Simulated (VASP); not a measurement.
A run of VASP 6.6.1 is set up as follows.

File INCAR:

```
ALGO = Normal
EDIFF = 1E-6
ENCUT = 520
GGA = PE
ISIF = 2
ISMEAR = -1
LASPH = T
LCHARG = F
LREAL = F
LWAVE = F
NBANDS = 35
NELM = 80
PREC = Accurate
SIGMA = 0.1
```

Contents of KPOINTS:

```
k-points
0
Gamma
  8 8 2
```

Contents of POSCAR:

```
Te2Mo
1.0
    3.4545081321      0.0000000000      0.0000000000
   -1.7272540661      2.9916922167      0.0000000000
    0.0000000000      0.0000000000     13.7206283996
Te Mo
4 2
Direct
    0.3333333333      0.6666666667      0.6210000000
    0.6666666667      0.3333333333      0.1210000000
    0.3333333333      0.6666666667      0.8790000000
    0.6666666667      0.3333333333      0.3790000000
    0.3333333333      0.6666666667      0.2500000000
    0.6666666667      0.3333333333      0.7500000000
```

Potentials or basis: VASP PAW PBE potentials, release 64 (Te, Mo_sv).

Run with:

```sh
$ cat potpaw_PBE.64/Te/POTCAR potpaw_PBE.64/Mo_sv/POTCAR > POTCAR
$ mpirun -np 1 vasp_std > vasp.out
```

Q: What does it give for the pressure?

A: 9.5 GPa.

Q: Predict the band gap on the k mesh.

A: 0.78 eV, indirect (least direct gap 1.30 eV).

Q: Predict the largest force.

A: 1.022 eV/Å.

Stress tensor (GPa, compression positive):
```
 8.72  0.00  0.00
 0.00  8.72  0.00
 0.00  0.00 11.04
```

Caveat: spin-orbit coupling is left out, which moves the levels of the heavy elements; this functional lacks dispersion, which binds the layers, so the pressure and a relaxed spacing across them are unreliable; forces of over 1 eV/Å act on the atoms, so gaps and moduli don't describe the material at rest. A k mesh can miss the band edges.
